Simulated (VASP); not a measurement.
# AlCo (Pm-3m) in VASP: further runs

AlCo is run at these levels: PBE; tasks: single point.

Program: VASP 6.6.1. These are calculated values, not measurements. Logs are shortened: lines on timing, memory, paths and dates and some standing lists are left out, and cuts for length are marked.

## Step 1: The cell of the first run

Symmetry: Pm-3m, No. 221, cubic system. Conventional cell: a = 2.819 Å, b = 2.819 Å, c = 2.819 Å, α = 90.00°, β = 90.00°, γ = 90.00°. Within 3.2 Å of Al (site symmetry m-3m) lie 8 Co at 2.44 Å and 6 Al at 2.82 Å. Co (site symmetry m-3m) has 8 Al at 2.44 Å and 6 Co at 2.82 Å within 3.2 Å.

## Step 2: Single point, PBE, collinear spin, ferromagnetic start

Contents of INCAR:

```
PREC     = Accurate       # precision mode
ENCUT    = 600            # plane-wave cutoff, eV
EDIFF    = 1E-6           # SCF threshold, eV
ISMEAR   = -1             # smearing method
SIGMA    = 0.15           # smearing width, eV
LREAL    = F              # projectors in reciprocal space
LASPH    = T              # aspherical terms in the spheres
NELM     = 200            # most SCF steps
ALGO     = Normal         # electronic algorithm
ISIF     = 2              # what is computed and relaxed
LWAVE    = F              # write WAVECAR
LCHARG   = F              # write CHGCAR
ISPIN    = 2              # spin polarisation
MAGMOM   = 0 2.5          # initial moments
LORBIT   = 11             # projections on sites
LMAXMIX  = 4              # l up to which the mixer works
GGA      = PE             # functional
NBANDS   = 17             # bands
GGA_COMPAT= F
```

Contents of KPOINTS:

```
Automatic mesh
0
Gamma
  6 6 6
```

Contents of POSCAR:

```
AlCo
1.0
    2.8194000000      0.0000000000      0.0000000000
    0.0000000000      2.8194000000      0.0000000000
    0.0000000000      0.0000000000      2.8194000000
Al Co
1 1
Direct
    0.0000000000      0.0000000000      0.0000000000
    0.5000000000      0.5000000000      0.5000000000
```

Potentials or basis: VASP PAW PBE potentials, release 64 (Al, Co).

On the command line:

```bash
$ cat potpaw_PBE.64/Al/POTCAR potpaw_PBE.64/Co/POTCAR > POTCAR
$ mpirun -np 1 vasp_std > vasp.out
```

OUTCAR:

```text
PREC = Accurate
   ENCUT = 600
   EDIFF = 1E-6
   ISMEAR = -1
   LREAL = F
   LASPH = T
   NELM = 200
   ISIF = 2
   ISPIN = 2
   LORBIT = 11
   GGA = PE

 ion  position               nearest neighbor table
   1  0.000  0.000  0.000-   2 2.44   2 2.44   2 2.44   2 2.44   2 2.44   2 2.44   2 2.44   2 2.44

   2  0.500  0.500  0.500-   1 2.44   1 2.44   1 2.44   1 2.44   1 2.44   1 2.44   1 2.44   1 2.44

  LATTYP: Found a simple cubic cell.
 ALAT       =     2.8194000000

  Lattice vectors:

 A1 = (   2.8194000000,   0.0000000000,   0.0000000000)
 A2 = (   0.0000000000,   2.8194000000,   0.0000000000)
 A3 = (   0.0000000000,   0.0000000000,   2.8194000000)

Analysis of symmetry for initial positions (statically):
=====================================================================
 Subroutine PRICEL returns:
 Original cell was already a primitive cell.

 Routine SETGRP: Setting up the symmetry group for a
 simple cubic supercell.

 Subroutine GETGRP returns: Found 48 space group operations
 (whereof 48 operations were pure point group operations)
 out of a pool of 48 trial point group operations.

The static configuration has the point symmetry O_h .

Analysis of symmetry for dynamics (positions and initial velocities):
=====================================================================
 Subroutine PRICEL returns:
 Original cell was already a primitive cell.

 Routine SETGRP: Setting up the symmetry group for a
 simple cubic supercell.

 Subroutine GETGRP returns: Found 48 space group operations
 (whereof 48 operations were pure point group operations)
 out of a pool of 48 trial point group operations.

The dynamic configuration has the point symmetry O_h .

Analysis of structural, dynamic, and magnetic symmetry:
=====================================================================
 Subroutine PRICEL returns:
 Original cell was already a primitive cell.

 Routine SETGRP: Setting up the symmetry group for a
 simple cubic supercell.

 Subroutine GETGRP returns: Found 48 space group operations
 (whereof 48 operations were pure point group operations)
 out of a pool of 48 trial point group operations.

The overall configuration has the point symmetry O_h .

 Subroutine INISYM returns: Found 48 space group operations
 (whereof 48 operations are pure point group operations),
 and found     1 'primitive' translations

----------------------------------------------------------------------------------------

                                     Primitive cell

  volume of cell :      22.4115

  direct lattice vectors                    reciprocal lattice vectors
     2.819400000  0.000000000  0.000000000     0.354685394  0.000000000  0.000000000
     0.000000000  2.819400000  0.000000000     0.000000000  0.354685394  0.000000000
     0.000000000  0.000000000  2.819400000     0.000000000  0.000000000  0.354685394

  length of vectors
     2.819400000  2.819400000  2.819400000     0.354685394  0.354685394  0.354685394

  position of ions in fractional coordinates (direct lattice)
     0.000000000  0.000000000  0.000000000
     0.500000000  0.500000000  0.500000000

  ion indices of the primitive-cell ions
   primitive index   ion index
                 1           1
                 2           2

----------------------------------------------------------------------------------------

 KPOINTS: Automatic mesh

Automatic generation of k-mesh.
 Grid dimensions read from file:
 generate k-points for:    6    6    6

 Generating k-lattice:

  Cartesian coordinates                     Fractional coordinates (reciprocal lattice)
     0.059114232  0.000000000  0.000000000     0.166666667  0.000000000  0.000000000
     0.000000000  0.059114232  0.000000000     0.000000000  0.166666667  0.000000000
     0.000000000  0.000000000  0.059114232     0.000000000  0.000000000  0.166666667

  Length of vectors
     0.059114232  0.059114232  0.059114232

  Shift w.r.t. Gamma in fractional coordinates (k-lattice)
     0.000000000  0.000000000  0.000000000

 Subroutine IBZKPT returns following result:
 ===========================================

 Found     20 irreducible k-points:

 Following reciprocal coordinates:
            Coordinates               Weight
  0.000000  0.000000  0.000000      1.000000
  0.166667  0.000000  0.000000      6.000000
  0.333333  0.000000  0.000000      6.000000
  0.500000  0.000000  0.000000      3.000000
  0.166667  0.166667  0.000000     12.000000
  0.333333  0.166667  0.000000     24.000000
[... 12 lines left out ...]
  0.500000  0.500000  0.333333      6.000000
  0.500000  0.500000  0.500000      1.000000
   k-points           NKPTS =     20   k-points in BZ     NKDIM =     20   number of bands    NBANDS=     17
   number of dos      NEDOS =    301   number of ions     NIONS =      2
   total plane-waves  NPLWV =  13824
   dimension x,y,z NGX =    24 NGY =   24 NGZ =   24
   dimension x,y,z NGXF=    48 NGYF=   48 NGZF=   48
   ions per type =               1   1
   NGX,Y,Z   is equivalent  to a cutoff of  14.15, 14.15, 14.15 a.u.
   NGXF,Y,Z  is equivalent  to a cutoff of  28.30, 28.30, 28.30 a.u.
 SYSTEM =  unknown system
   PREC   = accura    normal or accurate (medium, high low for compatibility)
   ISTART =      0    job   : 0-new  1-cont  2-samecut
   ICHARG =      2    charge: 1-file 2-atom 10-const
   ISPIN  =      2    spin polarized calculation?
   LNONCOLLINEAR =      F non collinear calculations
   LSORBIT =      F    spin-orbit coupling
   LASPH  =      T    aspherical Exc in radial PAW
   ENCUT  =  600.0 eV  44.10 Ry    6.64 a.u.   5.63  5.63  5.63*2*pi/ulx,y,z
   NELM   =    200;   NELMIN=  2; NELMDL= -5     # of ELM steps
   EDIFF  = 0.1E-05   stopping-criterion for ELM
   LREAL  =      F    real-space projection
   EDIFFG = 0.1E-04   stopping-criterion for IOM
   NSW    =      0    number of steps for IOM
   IBRION =     -1    ionic relax: 0-MD 1-quasi-New 2-CG
   NFREE  =      0    steps in history (QN), initial steepest desc. (CG)
   ISIF   =      2    stress and relaxation
   ISYM   =      2    0-nonsym 1-usesym 2-fastsym
   POTIM  = 0.5000    time-step for ionic-motion
   TEBEG  =    0.0;   TEEND  =   0.0 temperature during run
   PSTRESS=    0.0 pullay stress
   NELECT =      12.0000    total number of electrons
   NUPDOWN=      -1.0000    fix difference up-down
   EMIN   =  10.00;   EMAX   =-10.00  energy-range for DOS
   EFERMI =   0.00;   METHOD = LEGACY
   ISMEAR =    -1;   SIGMA  =   0.15  broadening in eV -4-tet -1-fermi 0-gaus
   EFERMI_NEDOS =   21; number of points for ismear=-14 and -15
   IALGO  =     38    algorithm
   IMIX   =      4    mixing-type and parameters
     AMIX     =   0.40;   BMIX     =  1.00
     AMIX_MAG =   1.60;   BMIX_MAG =  1.00
  volume/ion in A,a.u.               =      11.21        75.62
  Fermi-wavevector in a.u.,A,eV,Ry     =   1.329368  2.512141 24.044478  1.767219
  Thomas-Fermi vector in A             =   2.458536
   LORBIT       =     11    0 simple, 1 ext, 2 COOP (PROOUT), +10 PAW based schemes
   GGA     = PE    functional components
   LHFCALC =     F    Hartree Fock is set to
   AEXX    =    0.0000 exact exchange contribution
   IVDW    =     0    specifies the selected vdW correction
   LEPSILON=     F    determine dielectric tensor
   LRPA    =     F    only Hartree local field effects (RPA)
 spin polarized calculation
  energy-cutoff  :      600.00
  volume of cell :       22.41
 maximum number of plane-waves:       768
 NGX is ok and might be reduce to    24
   NGX = 11   NGY = 11   NGZ = 11

 number of electron      11.9999996 magnetization       0.0000028

 number of electron      11.9999996 magnetization      -0.0012646

 Free energy of the ion-electron system (eV)
  ---------------------------------------------------
  ext. energy  EPLUGINS =         0.00000000
  ---------------------------------------------------
  free energy    TOTEN  =       -12.00589572 eV

  energy without entropy =      -11.93485308  energy(sigma->0) =      -11.97037440

 E-fermi :  10.9671     XC(G=0): -12.4229

 val. band max:       10.8201810138   @ k =   0.5000   0.5000   0.5000
 cond. band min:      11.0507645590   @ k =   0.5000   0.3333   0.0000
 fundamental gap:      0.2305835452
 Fermi energy:        10.9670838741

 spin component 1

 k-point     1 :       0.0000    0.0000    0.0000
  band No.  band energies     occupation
      1      -0.2803      1.00000
      2       7.9168      1.00000
      3       7.9168      1.00000
      4      10.1450      0.99585
      5      10.1450      0.99585
      6      10.1450      0.99585
[... 9 lines left out ...]
     16      34.9892      0.00000
     17      34.9892      0.00000
[... 361 lines left out ...]
 k-point    20 :       0.5000    0.5000    0.5000
  band No.  band energies     occupation
      1       6.9285      1.00000
      2       6.9285      1.00000
      3       6.9285      1.00000
      4      10.8202      0.72698
      5      10.8202      0.72698
      6      13.4037      0.00000
[... 9 lines left out ...]
     16      43.6532      0.00000
     17      43.6532      0.00000
 Fermi energy:        10.9670838741

 spin component 2

 k-point     1 :       0.0000    0.0000    0.0000
  band No.  band energies     occupation
      1      -0.2800      1.00000
      2       7.9149      1.00000
      3       7.9149      1.00000
      4      10.1441      0.99587
      5      10.1441      0.99587
      6      10.1441      0.99587
[... 9 lines left out ...]
     16      34.9896      0.00000
     17      34.9896      0.00000
[... 361 lines left out ...]
 k-point    20 :       0.5000    0.5000    0.5000
  band No.  band energies     occupation
      1       6.9282      1.00000
      2       6.9282      1.00000
      3       6.9282      1.00000
      4      10.8173      0.73073
      5      10.8173      0.73073
      6      13.4039      0.00000
[... 9 lines left out ...]
     16      43.6532      0.00000
     17      43.6532      0.00000

------------------------ aborting loop because EDIFF is reached ----------------------------------------

  FORCE on cell =-STRESS in cart. coord.  units (eV):
  Direction    XX          YY          ZZ          XY          YZ          ZX
  --------------------------------------------------------------------------------------
  -------------------------------------------------------------------------------------
  Total        0.9927195      0.9927195      0.9927195     -0.0000000     -0.0000000      0.0000000
  in kB       70.9687332     70.9687332     70.9687332     -0.0000000     -0.0000000      0.0000000
  external PRESSURE =      70.9687332 kB  Pullay stress =       0.0000000 kB

 VOLUME and BASIS-vectors are now :
 -----------------------------------------------------------------------------
  energy-cutoff  :      600.00
  volume of cell :       22.41
      direct lattice vectors                 reciprocal lattice vectors
     2.819400000  0.000000000  0.000000000     0.354685394  0.000000000  0.000000000
     0.000000000  2.819400000  0.000000000     0.000000000  0.354685394  0.000000000
     0.000000000  0.000000000  2.819400000     0.000000000  0.000000000  0.354685394

 POSITION                                       TOTAL-FORCE (eV/Angst)
 -----------------------------------------------------------------------------------
      0.00000      0.00000      0.00000         0.000000      0.000000      0.000000
      1.40970      1.40970      1.40970         0.000000      0.000000      0.000000
 -----------------------------------------------------------------------------------
    total drift:                                0.000000     -0.000000     -0.000000

  FREE ENERGIE OF THE ION-ELECTRON SYSTEM (eV)
  ---------------------------------------------------
  free  energy   TOTEN  =       -12.0058957238 eV

  energy  without entropy=      -11.9348530782  energy(sigma->0) =      -11.97037440

 total charge

# of ion       s       p       d       tot
------------------------------------------
    1        0.399   0.445   0.000   0.844
    2        0.448   0.532   7.534   8.513
--------------------------------------------------
tot          0.847   0.977   7.534   9.357

 magnetization (x)

# of ion       s       p       d       tot
------------------------------------------
    1        0.000   0.000   0.000   0.000
    2       -0.000   0.000  -0.001  -0.001
--------------------------------------------------
tot          0.000   0.000  -0.001  -0.001
```

It took 12 s on 1 thread of AMD EPYC 9R45 (Zen 5), shared host; peak memory 0.12 GiB.

What came out:

```yaml
Free_energy: -12.0059 eV
Pressure: 7.1 GPa
Band_gap_on_the_k_mesh: zero (filled and empty bands overlap)
Net_moment: 0.00 μB per cell
Valence_electrons_inside_the_program's_atomic_spheres: Al 0.84; Co 8.51
```

Caveat: the k points lie up to 0.37 Å⁻¹ apart, too coarse for converged energies and pressures of a metal.

## Step 3: Single point, PBE, collinear spin, ferromagnetic start

Contents of INCAR:

```
ALGO     = Normal         # electronic algorithm
EDIFF    = 1E-6           # SCF threshold, eV
ENCUT    = 600            # plane-wave cutoff, eV
GGA      = PE             # functional
GGA_COMPAT= F            
ISIF     = 2              # what is computed and relaxed
ISMEAR   = -1             # smearing method
ISPIN    = 2              # spin polarisation
LASPH    = T              # aspherical terms in the spheres
LCHARG   = F              # write CHGCAR
LMAXMIX  = 4              # l up to which the mixer works
LORBIT   = 11             # projections on sites
LREAL    = F              # projectors in reciprocal space
LWAVE    = F              # write WAVECAR
MAGMOM   = 0 2.5          # initial moments
NBANDS   = 17             # bands
NELM     = 200            # most SCF steps
PREC     = Accurate       # precision mode
SIGMA    = 0.15           # smearing width, eV
```

Contents of KPOINTS:

```
k-points
0
Gamma
  8 8 8
```

POSCAR is that of step 2.

Potentials or basis: VASP PAW PBE potentials, release 64 (Al, Co).

On the command line:

```bash
$ cat potpaw_PBE.64/Al/POTCAR potpaw_PBE.64/Co/POTCAR > POTCAR
$ mpirun -np 1 vasp_std > vasp.out
```

Run time: 16 s. Hardware: 1 thread of AMD EPYC 9R45 (Zen 5), shared host; peak memory 0.13 GiB.

Results (log left out):

```
Free energy                                           : -12.0034 eV
Pressure                                              : 7.0 GPa
Band gap on the k mesh                                : zero (filled and empty bands overlap)
Net moment                                            : 0.00 μB per cell
Valence electrons inside the program's atomic spheres : Al 0.84; Co 8.51
```

Levels at points of the mesh, in eV from the Fermi level:
Spin up:
| k point | band 2 | band 3 | band 4 | band 5 | band 6 | band 7 | band 8 | band 9 | band 10 | band 11 |
| --- | --- | --- | --- | --- | --- | --- | --- | --- | --- | --- |
| (0.00, 0.00, 0.00) | -3.04 | -3.04 | -0.82 | -0.82 | -0.82 | 6.20 | 6.20 | 6.20 | 8.93 | 8.93 |
| (0.50, 0.00, 0.00) | -6.73 | -2.42 | -1.73 | -1.73 | -0.70 | 0.26 | 8.50 | 10.86 | 10.86 | 12.06 |
| (0.50, 0.50, 0.00) | -3.12 | -2.68 | -2.68 | -1.51 | -1.51 | -0.18 | 2.59 | 3.71 | 13.19 | 16.19 |
| (0.50, 0.50, 0.50) | -4.03 | -4.03 | -0.14 | -0.14 | 2.45 | 2.45 | 2.45 | 4.48 | 5.56 | 5.56 |
Spin down:
```tsv
k point	band 2	band 3	band 4	band 5	band 6	band 7	band 8	band 9	band 10	band 11
(0.00, 0.00, 0.00)	-3.04	-3.04	-0.82	-0.82	-0.82	6.19	6.19	6.19	8.93	8.93
(0.50, 0.00, 0.00)	-6.73	-2.42	-1.73	-1.73	-0.70	0.26	8.50	10.86	10.86	12.06
(0.50, 0.50, 0.00)	-3.12	-2.68	-2.68	-1.51	-1.51	-0.18	2.59	3.71	13.19	16.19
(0.50, 0.50, 0.50)	-4.03	-4.03	-0.14	-0.14	2.45	2.45	2.45	4.48	5.56	5.56
```

Caveat: the cell stands under pressure.

(Continued in part 2 of 2.)
